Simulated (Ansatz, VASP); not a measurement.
BaTe in VASP and in Ansatz

```
Ba Te
1.0
     0.00000    3.41000    3.41000
     3.41000    0.00000    3.41000
     3.41000    3.41000    0.00000
Ba Te
1 1
Direct
  0.50000 0.50000 0.50000
  0.00000 0.00000 0.00000
```

Alike in both runs: task single point; functional PBE; k mesh 6 × 6 × 6; occupations gaussian, width 0.05 eV; no spin polarisation.

|  | VASP | Ansatz |
| --- | --- | --- |
| version | VASP 6.6.1 | Ansatz 0.2.0 |
| potentials or method | VASP PAW PBE potentials, release 64 (Ba_sv, Te), cutoff 520 eV | scalar-relativistic, plane waves, PAW |
| valence electrons in the cell | 16 | 26 |

```tsv
	VASP	Ansatz	Ansatz less VASP
gap on the k mesh at the Fermi level (eV)	1.33	1.43	+0.100
least direct gap on the mesh (eV)	1.71	1.77	+0.061
pressure (GPa)	4.3	3.8	-0.44
```

The functional is the same, so the differences come from potentials, cutoffs and numerics. VASP's potentials hold 16 valence electrons a cell and Ansatz's 26, so a difference there can come from the potentials and not from the codes.

Neither program's run includes spin-orbit coupling.
